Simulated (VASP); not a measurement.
# CuSi16 (a cell with a defect) in VASP: notebook, part 2 of 2

VASP 6.6.1. Earlier steps stand in the parts before.

**3. Relaxation of the atoms, LDA**

File INCAR:

```
PREC = Accurate
ENCUT = 520
EDIFF = 1E-6
ISMEAR = 0
SIGMA = 0.05
LREAL = Auto
LASPH = T
NELM = 60
ALGO = Normal
ISIF = 2
LWAVE = F
LCHARG = F
GGA = CA
IBRION = 2
NSW = 80
EDIFFG = -0.03
NELECT = 74.0
```

File KPOINTS:

```
Automatic mesh
0
Gamma
  2 2 2
```

File POSCAR:

```
CuSi16
1.0
    0.0000000000      5.4300000000      5.4300000000
    5.4300000000      0.0000000000      5.4300000000
    5.4300000000      5.4300000000      0.0000000000
Si Cu
16 1
Direct
    0.0000000000      0.0000000000      0.0000000000
    0.1250000000      0.1250000000      0.1250000000
    0.0000000000      0.0000000000      0.5000000000
    0.1250000000      0.1250000000      0.6250000000
    0.0000000000      0.5000000000      0.0000000000
    0.1250000000      0.6250000000      0.1250000000
    0.0000000000      0.5000000000      0.5000000000
    0.1250000000      0.6250000000      0.6250000000
    0.5000000000      0.0000000000      0.0000000000
    0.6250000000      0.1250000000      0.1250000000
    0.5000000000      0.0000000000      0.5000000000
    0.6250000000      0.1250000000      0.6250000000
    0.5000000000      0.5000000000      0.0000000000
    0.6250000000      0.6250000000      0.1250000000
    0.5000000000      0.5000000000      0.5000000000
    0.6250000000      0.6250000000      0.6250000000
    0.3082324400      1.0611157500      0.8226976700
```

Potentials or basis: VASP PAW LDA potentials, release 64 (Si, Cu).

Launch:

```console
$ cat potpaw_LDA.64/Si/POTCAR potpaw_LDA.64/Cu/POTCAR > POTCAR
$ mpirun -np 1 vasp_std > vasp.out
```

OUTCAR:

```text
PREC = Accurate
   ENCUT = 520
   EDIFF = 1E-6
   ISMEAR = 0
   LREAL = Auto
   LASPH = T
   NELM = 60
   ISIF = 2
   GGA = CA
   IBRION = 2
   NSW = 80
   EDIFFG = -0.03
   NELECT = 74.0

 ion  position               nearest neighbor table
   1  0.000  0.000  0.000-  17 2.22   4 2.35   6 2.35  10 2.35   2 2.35
   2  0.125  0.125  0.125-  17 2.19   3 2.35   5 2.35   9 2.35   1 2.35
   3  0.000  0.000  0.500-   2 2.35   4 2.35   8 2.35  12 2.35
   4  0.125  0.125  0.625-  17 2.29   3 2.35   7 2.35  11 2.35   1 2.35
   5  0.000  0.500  0.000-   2 2.35   6 2.35   8 2.35  14 2.35
   6  0.125  0.625  0.125-   1 2.35   5 2.35   7 2.35  13 2.35
   7  0.000  0.500  0.500-   4 2.35   6 2.35   8 2.35  16 2.35
   8  0.125  0.625  0.625-   3 2.35   5 2.35   7 2.35  15 2.35
   9  0.500  0.000  0.000-  17 2.22  10 2.35  12 2.35  14 2.35   2 2.35
  10  0.625  0.125  0.125-   1 2.35   9 2.35  11 2.35  13 2.35
  11  0.500  0.000  0.500-  17 2.31  10 2.35  12 2.35  16 2.35   4 2.35
  12  0.625  0.125  0.625-  17 2.28   9 2.35  11 2.35  15 2.35   3 2.35
  13  0.500  0.500  0.000-   6 2.35  10 2.35  14 2.35  16 2.35
  14  0.625  0.625  0.125-   5 2.35   9 2.35  13 2.35  15 2.35
  15  0.500  0.500  0.500-   8 2.35  12 2.35  14 2.35  16 2.35
  16  0.625  0.625  0.625-   7 2.35  11 2.35  13 2.35  15 2.35
  17  0.308  0.061  0.823-   2 2.19   9 2.22   1 2.22  12 2.28   4 2.29  11 2.31

  LATTYP: Found a face centered cubic cell.
 ALAT       =    10.8600000000

  Lattice vectors:

 A1 = (   0.0000000000,   5.4300000000,   5.4300000000)
 A2 = (   5.4300000000,   0.0000000000,   5.4300000000)
 A3 = (   5.4300000000,   5.4300000000,   0.0000000000)

Analysis of symmetry for initial positions (statically):
=====================================================================
 Subroutine PRICEL returns:
 Original cell was already a primitive cell.

 Routine SETGRP: Setting up the symmetry group for a
 face centered cubic supercell.

 Subroutine GETGRP returns: Found  1 space group operations
 (whereof  1 operations were pure point group operations)
 out of a pool of 48 trial point group operations.

The static configuration has the point symmetry C_1 .

Analysis of symmetry for dynamics (positions and initial velocities):
=====================================================================
 Subroutine PRICEL returns:
 Original cell was already a primitive cell.

 Routine SETGRP: Setting up the symmetry group for a
 face centered cubic supercell.

 Subroutine GETGRP returns: Found  1 space group operations
 (whereof  1 operations were pure point group operations)
 out of a pool of 48 trial point group operations.

The dynamic configuration has the point symmetry C_1 .

 Subroutine INISYM returns: Found  1 space group operations
 (whereof  1 operations are pure point group operations),
 and found     1 'primitive' translations

----------------------------------------------------------------------------------------

                                     Primitive cell

  volume of cell :     320.2060

  direct lattice vectors                    reciprocal lattice vectors
     0.000000000  5.430000000  5.430000000    -0.092081031  0.092081031  0.092081031
     5.430000000  0.000000000  5.430000000     0.092081031 -0.092081031  0.092081031
[... 72 lines left out ...]
  0.000000  0.000000  0.000000      1.000000
  0.500000  0.000000  0.000000      1.000000
  0.000000  0.500000  0.000000      1.000000
  0.000000  0.000000  0.500000      1.000000
  0.500000  0.500000  0.500000      1.000000
  0.500000  0.500000  0.000000      1.000000
  0.000000  0.500000  0.500000      1.000000
  0.500000  0.000000  0.500000      1.000000
   k-points           NKPTS =      8   k-points in BZ     NKDIM =      8   number of bands    NBANDS=     46
   number of dos      NEDOS =    301   number of ions     NIONS =     17
   total plane-waves  NPLWV = 216000
   dimension x,y,z NGX =    60 NGY =   60 NGZ =   60
   dimension x,y,z NGXF=   120 NGYF=  120 NGZF=  120
   ions per type =              16   1
   NGX,Y,Z   is equivalent  to a cutoff of  12.99, 12.99, 12.99 a.u.
   NGXF,Y,Z  is equivalent  to a cutoff of  25.98, 25.98, 25.98 a.u.
 SYSTEM =  unknown system
   PREC   = accura    normal or accurate (medium, high low for compatibility)
   ISTART =      0    job   : 0-new  1-cont  2-samecut
   ICHARG =      2    charge: 1-file 2-atom 10-const
   ISPIN  =      1    spin polarized calculation?
   LNONCOLLINEAR =      F non collinear calculations
   LSORBIT =      F    spin-orbit coupling
   LASPH  =      T    aspherical Exc in radial PAW
   ENCUT  =  520.0 eV  38.22 Ry    6.18 a.u.  14.28 14.28 14.28*2*pi/ulx,y,z
   NELM   =     60;   NELMIN=  2; NELMDL= -5     # of ELM steps
   EDIFF  = 0.1E-05   stopping-criterion for ELM
   LREAL  =      T    real-space projection
   EDIFFG = -.3E-01   stopping-criterion for IOM
   NSW    =     80    number of steps for IOM
   IBRION =      2    ionic relax: 0-MD 1-quasi-New 2-CG
   NFREE  =      1    steps in history (QN), initial steepest desc. (CG)
   ISIF   =      2    stress and relaxation
   ISYM   =      2    0-nonsym 1-usesym 2-fastsym
   POTIM  = 0.5000    time-step for ionic-motion
   TEBEG  =    0.0;   TEEND  =   0.0 temperature during run
   PSTRESS=    0.0 pullay stress
   NELECT =      74.0000    total number of electrons
   NUPDOWN=      -1.0000    fix difference up-down
   EMIN   =  10.00;   EMAX   =-10.00  energy-range for DOS
   EFERMI =   0.00;   METHOD = LEGACY
   ISMEAR =     0;   SIGMA  =   0.05  broadening in eV -4-tet -1-fermi 0-gaus
   EFERMI_NEDOS =   21; number of points for ismear=-14 and -15
   IALGO  =     38    algorithm
   IMIX   =      4    mixing-type and parameters
     AMIX     =   0.40;   BMIX     =  1.00
     AMIX_MAG =   1.60;   BMIX_MAG =  1.00
  volume/ion in A,a.u.               =      18.84       127.11
  Fermi-wavevector in a.u.,A,eV,Ry     =   1.004636  1.898488 13.732283  1.009294
  Thomas-Fermi vector in A             =   2.137265
   LORBIT       =      0    0 simple, 1 ext, 2 COOP (PROOUT), +10 PAW based schemes
   GGA     = CA    functional components
   LHFCALC =     F    Hartree Fock is set to
   AEXX    =    0.0000 exact exchange contribution
   IVDW    =     0    specifies the selected vdW correction
   LEPSILON=     F    determine dielectric tensor
   LRPA    =     F    only Hartree local field effects (RPA)
 conjugate gradient relaxation of ions
 non-spin polarized calculation
 Gauss-broadening in eV      SIGMA  =   0.05
  energy-cutoff  :      520.00
  volume of cell :      320.21
 maximum number of plane-waves:      8646
 NGX is ok and might be reduce to    60
   NGX = 29   NGY = 29   NGZ = 29

--------------------------------------- Ionic step        1  -------------------------------------------

 number of electron      74.0000005 magnetization

 Free energy of the ion-electron system (eV)
  ---------------------------------------------------
  ext. energy  EPLUGINS =         0.00000000
  ---------------------------------------------------
  free energy    TOTEN  =      -103.36792318 eV

  energy without entropy =     -103.35909574  energy(sigma->0) =     -103.36350946

------------------------ aborting loop because EDIFF is reached ----------------------------------------

  FORCE on cell =-STRESS in cart. coord.  units (eV):
  Direction    XX          YY          ZZ          XY          YZ          ZX
  --------------------------------------------------------------------------------------
  -------------------------------------------------------------------------------------
  Total       -5.4993722     -5.6453349     -5.6510791      1.7939073      1.7826638     -1.7927669
  in kB      -27.5165648    -28.2469011    -28.2756425      8.9759640      8.9197060     -8.9702578
  external PRESSURE =     -28.0130361 kB  Pullay stress =       0.0000000 kB
[... 134 lines left out ...]
  FREE ENERGIE OF THE ION-ELECTRON SYSTEM (eV)
  ---------------------------------------------------
  free  energy   TOTEN  =      -103.7411839310 eV

  energy  without entropy=     -103.7398037209  energy(sigma->0) =     -103.74049383

[... ionic steps 4 to 14 ...]

--------------------------------------- Ionic step       15  -------------------------------------------

 number of electron      73.9999996 magnetization

------------------------ aborting loop because EDIFF is reached ----------------------------------------
[... 97 lines left out ...]
--------------------------------------- Ionic step       17  -------------------------------------------

 number of electron      73.9999996 magnetization

 Free energy of the ion-electron system (eV)
  ---------------------------------------------------
  ext. energy  EPLUGINS =         0.00000000
  ---------------------------------------------------
  free energy    TOTEN  =      -103.87943359 eV

  energy without entropy =     -103.87629474  energy(sigma->0) =     -103.87786416

 E-fermi :   6.3255     XC(G=0):  -9.8191

 val. band max:        6.2783569816   @ k =   0.0000   0.0000   0.0000
 cond. band min:       6.3852027450   @ k =   0.0000   0.0000   0.0000
 fundamental gap:      0.1068457634
 Fermi energy:         6.3255340333

 k-point     1 :       0.0000    0.0000    0.0000
  band No.  band energies     occupation
      1      -5.9743      2.00000
      2      -3.6303      2.00000
      3      -3.5784      2.00000
      4      -3.5774      2.00000
      5      -3.5056      2.00000
      6      -2.0309      2.00000
[... 425 lines left out ...]
  FREE ENERGIE OF THE ION-ELECTRON SYSTEM (eV)
  ---------------------------------------------------
  free  energy   TOTEN  =      -103.8794335864 eV

  energy  without entropy=     -103.8762947403  energy(sigma->0) =     -103.87786416

 reached required accuracy - stopping structural energy minimisation
```

It took 65 min on 1 thread of Oxide Virtual Turin-like, shared host; peak memory 0.38 GiB.

Results:

- Free energy: -103.8794 eV
- Energy gained by relaxing: 30.1 meV/atom
- Ionic steps: 17
- Largest force after relaxing: 0.022 eV/Å

Forces on the atoms (eV/Å):
```
Si   0.012 -0.001  0.006
Si  -0.009  0.006 -0.006
Si  -0.017 -0.002  0.002
Si  -0.004 -0.006 -0.007
Si   0.002 -0.006  0.006
Si  -0.008  0.007 -0.003
Si   0.006 -0.004  0.007
Si   0.004  0.005 -0.005
Si   0.012 -0.007  0.001
Si  -0.008 -0.009  0.008
Si  -0.006 -0.001  0.001
Si  -0.003  0.007  0.006
Si   0.004  0.002 -0.002
Si  -0.008  0.003 -0.007
Si   0.006 -0.007  0.004
Si  -0.001  0.003 -0.004
Cu   0.018  0.009 -0.009
```

The path:
| step | energy change (eV) | largest force (eV/Å) | pressure (GPa) |
| --- | --- | --- | --- |
| 1 | 0.0000 | 1.9455 | -2.80 |
| 2 | -0.3733 | 0.5254 | -3.74 |
| 3 | -0.3733 | 0.5250 | -3.74 |
| 4 | -0.4129 | 0.3114 | -3.79 |
| 5 | -0.4174 | 0.3114 | -3.80 |
| 6 | -0.4349 | 0.1563 | -3.84 |
| 7 | -0.4404 | 0.2664 | -3.87 |
| 8 | -0.4551 | 0.2007 | -3.93 |
| 9 | -0.4848 | 0.1959 | -4.02 |
| 10 | -0.4767 | 0.5000 | -4.39 |
| 11 | -0.4928 | 0.2291 | -4.19 |
| 12 | -0.5076 | 0.0783 | -4.31 |
| 13 | -0.5083 | 0.0944 | -4.35 |
| 14 | -0.5102 | 0.0641 | -4.37 |
| 15 | -0.5107 | 0.0833 | -4.37 |
| 16 | -0.5115 | 0.0384 | -4.39 |
| 17 | -0.5115 | 0.0222 | -4.38 |

Final structure:
```
Si Cu
1.0
     0.00000    5.43000    5.43000
     5.43000    0.00000    5.43000
     5.43000    5.43000    0.00000
Si Cu
16 1
Direct
  0.98447 0.00209 0.00714
  0.11825 0.12276 0.14076
  0.01107 0.96553 0.51236
  0.11835 0.12278 0.61922
  0.99868 0.49326 0.00939
  0.11570 0.63163 0.12672
  0.99864 0.49329 0.49941
  0.13529 0.59351 0.63592
  0.50633 0.00208 0.00713
  0.61303 0.15979 0.11418
  0.50623 0.00216 0.48539
  0.63968 0.12278 0.61921
  0.48914 0.53187 0.98987
  0.62597 0.63163 0.12672
  0.50867 0.49329 0.49941
  0.62596 0.63160 0.61651
  0.31279 0.06107 0.81337
```

Caveat: the k points lie up to 0.50 Å⁻¹ apart; the cell carries a net charge on a neutralising background, which shifts energy and pressure; the cell is charged against a uniform background, so pressure and absolute levels hang on convention.
